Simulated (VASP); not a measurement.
# ScAl3N4 (Imm2) in VASP: single point with r2SCAN

Aim: the single point of ScAl3N4 with r2SCAN.

All numbers are computed with VASP 6.6.1; they aren't measurements. Logs are shortened: lines on timing, memory, paths and dates and some standing lists are left out, and cuts for length are marked.

## (1) The cell of the first run

Symmetry: Imm2, No. 44, orthorhombic system. Conventional cell: a = 3.400 Å, b = 8.414 Å, c = 5.954 Å, α = 90.00°, β = 90.00°, γ = 90.00°. Sc (site symmetry mm2) has 5 N at 2.02 to 2.17 Å within 2.7 Å. Within 2.5 Å of Al (site symmetry mm2) lie 5 N at 1.86 to 2.04 Å. Al (site symmetry m) has 5 N at 1.97 to 2.14 Å within 2.6 Å. N (site symmetry m) has 4 Al at 1.97 to 2.04 Å and 1 Sc at 2.17 Å within 2.6 Å. N (site symmetry mm2) has 3 Al at 1.86 to 2.14 Å and 2 Sc at 2.02 Å within 2.5 Å. Within 2.6 Å of N (site symmetry mm2) lie 4 Al at 1.93 to 2.07 Å and 1 Sc at 2.09 Å.

## (2) Single point, r2SCAN

Contents of POSCAR:

```
ScAl3N4
1.0
   -3.3996227688      0.0000000000      0.0000000000
    0.0000000000      5.9541192998      0.0000000000
    1.6998113844     -2.9770596499     -4.2067958303
Sc Al N
1 3 4
Direct
    0.0000000000      0.3311554988      0.0000000000
    0.5000000000      0.8358098762      0.0000000000
    0.7542938490      0.4211733166      0.5085876979
    0.2457061510      0.9125856187      0.4914123021
    0.7425202244      0.0765203084      0.4850404487
    0.2574797756      0.5914798597      0.5149595513
    0.5000000000      0.1483107405      0.0000000000
    0.0000000000      0.6829647811      0.0000000000
```

Contents of INCAR.step1:

```
PREC = Accurate
ENCUT = 910
ISMEAR = 0
SIGMA = 0.1
LREAL = F
LASPH = T
NELM = 120
NBANDS = 30
GGA = PE
ALGO = Normal
EDIFF = 1E-5
LWAVE = T
LCHARG = F
GGA_COMPAT = F
```

Contents of INCAR.step2:

```
PREC = Accurate
ENCUT = 910
EDIFF = 1E-6
ISMEAR = 0
SIGMA = 0.1
LREAL = F
LASPH = T
NELM = 120
ALGO = Normal
ISIF = 2
LWAVE = F
LCHARG = F
METAGGA = R2SCAN
LMIXTAU = T
NBANDS = 30
ISTART = 1
GGA_COMPAT = F
```

Contents of KPOINTS:

```
Automatic mesh
0
Gamma
  6 6 6
```

Potentials or basis: VASP PAW PBE potentials, release 64 (Sc_sv, Al, N_h).

Launch:

```sh
$ cat potpaw_PBE.64/Sc_sv/POTCAR potpaw_PBE.64/Al/POTCAR potpaw_PBE.64/N_h/POTCAR > POTCAR
$ cp INCAR.step1 INCAR
$ mpirun -np 1 vasp_std > vasp.out
$ cp INCAR.step2 INCAR
$ mpirun -np 1 vasp_std > vasp.out
```

OUTCAR:

```text
PREC = Accurate
   ENCUT = 910
   EDIFF = 1E-6
   ISMEAR = 0
   LREAL = F
   LASPH = T
   NELM = 120
   ISIF = 2
   METAGGA = R2SCAN
   ISTART = 1

 ion  position               nearest neighbor table
   1  0.000  0.331  0.000-   7 2.02   7 2.02   8 2.09   5 2.17   6 2.17   4 2.88   3 2.88   3 2.90
                             4 2.90   3 2.90   4 2.90
   2  0.500  0.836  0.000-   7 1.86   8 1.93   8 1.93   6 2.04   5 2.04   3 2.86   4 2.86   3 2.86
                             4 2.86   3 2.91   4 2.91
   3  0.754  0.421  0.509-   6 1.97   6 1.97   5 1.98   8 2.07   7 2.14   2 2.86   2 2.86   1 2.88
                             1 2.90   1 2.90   2 2.91
   4  0.246  0.913  0.491-   5 1.97   5 1.97   6 1.98   8 2.07   7 2.14   2 2.86   2 2.86   1 2.88
                             1 2.90   1 2.90   2 2.91
   5  0.743  0.077  0.485-   4 1.97   4 1.97   3 1.98   2 2.04   1 2.17
   6  0.257  0.591  0.515-   3 1.97   3 1.97   4 1.98   2 2.04   1 2.17
   7  0.500  0.148  0.000-   2 1.86   1 2.02   1 2.02   4 2.14   3 2.14
   8  0.000  0.683  0.000-   2 1.93   2 1.93   4 2.07   3 2.07   1 2.09

  LATTYP: Found a body centered orthorhombic cell.
 ALAT       =     3.3996227688
 B/A-ratio  =     1.7514058779
 C/A-ratio  =     2.4748603692

  Lattice vectors:

 A1 = (   1.6998113844,  -2.9770596499,   4.2067958303)
 A2 = (  -1.6998113844,   2.9770596499,   4.2067958303)
 A3 = (  -1.6998113844,  -2.9770596499,  -4.2067958303)

Analysis of symmetry for initial positions (statically):
=====================================================================
 Subroutine PRICEL returns:
 Original cell was already a primitive cell.

 Routine SETGRP: Setting up the symmetry group for a
 body centered orthorhombic supercell.

 Subroutine GETGRP returns: Found  4 space group operations
 (whereof  4 operations were pure point group operations)
 out of a pool of  8 trial point group operations.

The static configuration has the point symmetry C_2v.

Analysis of symmetry for dynamics (positions and initial velocities):
=====================================================================
 Subroutine PRICEL returns:
 Original cell was already a primitive cell.

 Routine SETGRP: Setting up the symmetry group for a
 body centered orthorhombic supercell.

 Subroutine GETGRP returns: Found  4 space group operations
 (whereof  4 operations were pure point group operations)
 out of a pool of  8 trial point group operations.

The dynamic configuration has the point symmetry C_2v.

 Subroutine INISYM returns: Found  4 space group operations
 (whereof  4 operations are pure point group operations),
 and found     1 'primitive' translations
[... 115 lines left out ...]
   POTIM  = 0.5000    time-step for ionic-motion
   TEBEG  =    0.0;   TEEND  =   0.0 temperature during run
   PSTRESS=    0.0 pullay stress
   NELECT =      40.0000    total number of electrons
   NUPDOWN=      -1.0000    fix difference up-down
   EMIN   =  10.00;   EMAX   =-10.00  energy-range for DOS
   EFERMI =   0.00;   METHOD = LEGACY
   ISMEAR =     0;   SIGMA  =   0.10  broadening in eV -4-tet -1-fermi 0-gaus
   EFERMI_NEDOS =   21; number of points for ismear=-14 and -15
   IALGO  =     38    algorithm
   IMIX   =      4    mixing-type and parameters
     AMIX     =   0.40;   BMIX     =  1.00
     AMIX_MAG =   1.60;   BMIX_MAG =  1.00
  volume/ion in A,a.u.               =      10.64        71.83
  Fermi-wavevector in a.u.,A,eV,Ry     =   1.272609  2.404882 22.035087  1.619533
  Thomas-Fermi vector in A             =   2.405478
   LORBIT       =      0    0 simple, 1 ext, 2 COOP (PROOUT), +10 PAW based schemes
   METAGGA = R2SCAN    functional components
   LHFCALC =     F    Hartree Fock is set to
   AEXX    =    0.0000 exact exchange contribution
   IVDW    =     0    specifies the selected vdW correction
   LEPSILON=     F    determine dielectric tensor
   LRPA    =     F    only Hartree local field effects (RPA)
 non-spin polarized calculation
 Gauss-broadening in eV      SIGMA  =   0.10
  energy-cutoff  :      910.00
  volume of cell :       85.15
 maximum number of plane-waves:      5328
 NGX is ok and might be reduce to    36
   NGX = 17   NGY = 29   NGZ = 27

 number of electron      40.0000000 magnetization

 Free energy of the ion-electron system (eV)
  ---------------------------------------------------
  ext. energy  EPLUGINS =         0.00000000
  ---------------------------------------------------
  free energy    TOTEN  =       -80.91727546 eV

  energy without entropy =      -80.91727546  energy(sigma->0) =      -80.91727546

 E-fermi :   7.4769     XC(G=0): -11.7233

 val. band max:        7.0480545971   @ k =   0.0000   0.0000   0.0000
 cond. band min:      10.1292558994   @ k =   0.3333   0.0000   0.3333
 fundamental gap:      3.0812013023
 Fermi energy:         7.4769452899

 k-point     1 :       0.0000    0.0000    0.0000
  band No.  band energies     occupation
      1     -42.4944      2.00000
      2     -20.3690      2.00000
      3     -20.3682      2.00000
      4     -20.2563      2.00000
      5      -9.7945      2.00000
      6      -7.5667      2.00000
[... 781 lines left out ...]
     29      15.6866      0.00000
     30      16.5102      0.00000

 [... further k-points ...]

------------------------ aborting loop because EDIFF is reached ----------------------------------------

  FORCE on cell =-STRESS in cart. coord.  units (eV):
  Direction    XX          YY          ZZ          XY          YZ          ZX
  --------------------------------------------------------------------------------------
  -------------------------------------------------------------------------------------
  Total       -0.1853287      0.0777507      0.0869874      0.0000000      0.0000000      0.0000000
  in kB       -3.4870125      1.4629027      1.6366933      0.0000000      0.0000000      0.0000000
  external PRESSURE =      -0.1291388 kB  Pullay stress =       0.0000000 kB

 VOLUME and BASIS-vectors are now :
 -----------------------------------------------------------------------------
  energy-cutoff  :      910.00
  volume of cell :       85.15
      direct lattice vectors                 reciprocal lattice vectors
    -3.399622769  0.000000000  0.000000000    -0.294150283  0.000000000 -0.118855305
     0.000000000  5.954119300  0.000000000     0.000000000  0.167950951 -0.118855305
     1.699811384 -2.977059650 -4.206795830     0.000000000  0.000000000 -0.237710609

 POSITION                                       TOTAL-FORCE (eV/Angst)
 -----------------------------------------------------------------------------------
      0.00000      1.97174      0.00000         0.000000      0.026687      0.000000
     -1.69981      4.97651      0.00000         0.000000      0.024982      0.000000
     -1.69981      0.99362     -2.13952         0.000000     -0.007699      0.012963
      0.00000      3.97068     -2.06727         0.000000     -0.007699     -0.012963
     -1.69981     -0.98838     -2.04047         0.000000      0.003264      0.089287
      0.00000      1.98868     -2.16633         0.000000      0.003264     -0.089287
     -1.69981      0.88306      0.00000         0.000000     -0.108477      0.000000
      0.00000      4.06645      0.00000        -0.000000      0.065679      0.000000
 -----------------------------------------------------------------------------------
    total drift:                               -0.000065     -0.000314     -0.000115

  FREE ENERGIE OF THE ION-ELECTRON SYSTEM (eV)
  ---------------------------------------------------
  free  energy   TOTEN  =       -80.9172754631 eV

  energy  without entropy=      -80.9172754631  energy(sigma->0) =      -80.91727546
```

OSZICAR.step1:

```text
N       E                     dE             d eps       ncg     rms          rms(c)
DAV:   1     0.520532552469E+03    0.52053E+03   -0.25680E+04  2760   0.203E+03
DAV:   2     0.288759059496E+02   -0.49166E+03   -0.47161E+03  2804   0.486E+02
DAV:   3    -0.668085280721E+02   -0.95684E+02   -0.92169E+02  4270   0.165E+02
DAV:   4    -0.730455060763E+02   -0.62370E+01   -0.62106E+01  4252   0.467E+01
DAV:   5    -0.731318004222E+02   -0.86294E-01   -0.86114E-01  3600   0.554E+00    0.227E+01
DAV:   6    -0.614725631935E+02    0.11659E+02   -0.45419E+01  4480   0.449E+01    0.836E+00
DAV:   7    -0.616217728862E+02   -0.14921E+00   -0.31974E+00  4102   0.112E+01    0.572E+00
DAV:   8    -0.615653059470E+02    0.56467E-01   -0.22648E-01  4080   0.440E+00    0.124E+00
DAV:   9    -0.615652339330E+02    0.72014E-04   -0.23270E-02  3752   0.123E+00    0.325E-01
DAV:  10    -0.615651119014E+02    0.12203E-03   -0.12263E-02  4144   0.748E-01    0.139E-01
DAV:  11    -0.615652249666E+02   -0.11307E-03   -0.12863E-03  3562   0.250E-01    0.906E-02
DAV:  12    -0.615653493577E+02   -0.12439E-03   -0.71825E-04  4040   0.156E-01    0.344E-02
DAV:  13    -0.615653562727E+02   -0.69150E-05   -0.12599E-04  4166   0.743E-02    0.163E-02
DAV:  14    -0.615653552212E+02    0.10514E-05   -0.25275E-05  3018   0.406E-02
   1 F= -.61565355E+02 E0= -.61565355E+02  d E =-.135524E-14
```

Wall time 8.8 min (1 thread of Intel Xeon 6975P-C (Granite Rapids), shared host); peak memory 0.53 GiB.

What came out:

* Free energy: -80.9173 eV
* Pressure: 0.0 GPa
* Largest force: 0.108 eV/Å
* Band gap on the k mesh: 3.08 eV (least direct gap 3.26 eV)

Forces on the atoms (eV/Å):
```
Sc   0.000  0.027  0.000
Al   0.000  0.025  0.000
Al   0.000 -0.008  0.013
Al   0.000 -0.008 -0.013
N    0.000  0.003  0.089
N    0.000  0.003 -0.089
N    0.000 -0.108  0.000
N    0.000  0.066  0.000
```

Levels at points of the mesh, in eV from the valence-band top:
```csv
k point,band 16,band 17,band 18,band 19,band 20,band 21,band 22,band 23,band 24,band 25
"(0.00, 0.00, 0.00)",-2.15,-1.94,-1.80,-1.64,0.00,3.26,4.35,4.40,4.80,6.14
"(0.50, 0.00, 0.00)",-2.34,-2.33,-2.14,-1.61,-0.99,3.76,4.31,4.33,4.71,7.00
"(0.00, 0.50, 0.00)",-2.69,-2.15,-1.64,-1.39,-0.97,4.05,4.67,5.04,5.36,6.37
"(0.50, 0.50, 0.00)",-2.44,-2.27,-1.78,-1.62,-0.89,3.43,4.09,4.67,5.17,5.86
"(0.00, 0.00, 0.50)",-2.67,-2.60,-2.36,-2.30,-1.26,4.11,4.40,4.88,5.55,5.84
```

Caveat: the cutoff is under 1.25 times the usual one of these potentials, so pressure, stress and relaxed cells hold a basis-set (Pulay) error; the PAW data sets were made with another functional, which shifts forces and pressure a little. A k mesh can miss the band edges.
